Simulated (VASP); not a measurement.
Here is a VASP 6.6.1 calculation.

The input INCAR:

```
PREC = Accurate
ENCUT = 500
EDIFF = 1E-6
ISMEAR = 0
SIGMA = 0.05
LREAL = False
LASPH = True
NELM = 120
ALGO = Normal
ISIF = 2
LWAVE = False
LCHARG = False
GGA = PE
NBANDS = 14
GGA_COMPAT = False
```

Contents of KPOINTS:

```
regular mesh
0
Gamma
  8 8 8
```

Contents of POSCAR:

```
NaCl
1.0
    2.8695017309      0.0000000000      0.0000000000
    0.0000000000      2.8695017309      0.0000000000
    0.0000000000      0.0000000000      2.8695017309
Na Cl
1 1
Direct
    0.0000000000      0.0000000000      0.0000000000
    0.5000000000      0.5000000000      0.5000000000
```

Potentials or basis: VASP PAW PBE potentials, release 64 (Na_pv, Cl).

Run with:

```bash
$ cat potpaw_PBE.64/Na_pv/POTCAR potpaw_PBE.64/Cl/POTCAR > POTCAR
$ mpirun -np 1 vasp_std > vasp.out
```

(1) Estimate the pressure.

(2) Estimate the band gap on the k mesh.

Results:

(1) 62.6 GPa.

(2) 4.46 eV.

Caveat: the cell stands under pressure.
